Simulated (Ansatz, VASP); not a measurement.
## One calculation of W, two programs

The input INCAR:

```
SYSTEM = W
ALGO     = Normal         ! electronic algorithm
EDIFF    = 1E-6           ! SCF threshold, eV
ENCUT    = 520            ! plane-wave cutoff, eV
ISIF     = 2              ! what is computed and relaxed
ISMEAR   = -1             ! smearing method
LASPH    = .True.         ! aspherical terms in the spheres
LCHARG   = .False.        ! write CHGCAR
LREAL    = .False.        ! projectors in reciprocal space
LWAVE    = .False.        ! write WAVECAR
NBANDS   = 13             ! bands
NELM     = 80             ! most SCF steps
PREC     = Accurate       ! precision mode
SIGMA    = 0.1            ! smearing width, eV
```

File KPOINTS:

```
k-points
0
Gamma
  5 5 5
  0 0 0
```

File POSCAR:

```
W
1.0
   -1.5676867250      1.5676867250      1.5676867250
    1.5676867250     -1.5676867250      1.5676867250
    1.5676867250      1.5676867250     -1.5676867250
W
1
Direct
    0.0000000000      0.0000000000      0.0000000000
```

Input for Ansatz:

```yaml
crystal:
  lattice:
    - [-1.567686725, 1.567686725, 1.567686725]
    - [1.567686725, -1.567686725, 1.567686725]
    - [1.567686725, 1.567686725, -1.567686725]
  atoms:
    - { symbol: W, position: [0.0, 0.0, 0.0] }
hamiltonian:
  xc: lda
  pseudopotentials:
    kind: paw
    azcp:
      W: "pseudopotentials/W.paw.azcp"
basis:
  ecutwfc: 420
  fft_grid_basis: typed
kpoints:
  mp_grid: { grid: [5, 5, 5], shift: [0, 0, 0] }
magnetization:
  spin_polarized: false
scf:
  occupations: { method: fermi_dirac, width: 0.1 }
  lower_state_search: "off"
output:
  stress: true
  write_density: true
  write_potential: true
  elf: true
  volumetric_format: npy
```

Alike in both runs: task single point; functional LDA; k mesh 5 × 5 × 5; occupations fermi-dirac, width 0.1 eV; no spin polarisation.

|  | VASP | Ansatz |
| --- | --- | --- |
| version | VASP 6.6.1 | Ansatz 0.2.0 |
| potentials or method | VASP PAW LDA potentials, release 64 (W_sv), cutoff 520 eV | plane waves (420 eV) with PAW, scalar-relativistic |
| valence electrons in the cell | 14 | 14 |

VASP gave:

```
pressure (GPa) : 2.1
```

**Question.** What did Ansatz give for the same quantities?

**Answer.** Pressure (GPa): 0.1.

Ansatz warns that its potentials were made for another functional, while VASP's fit it. LDA's correlation is that of Perdew and Zunger in VASP and of Perdew and Wang (1992) in Ansatz.

The k mesh is coarse, so the values compare programs but aren't converged. Spin-orbit coupling is off throughout.
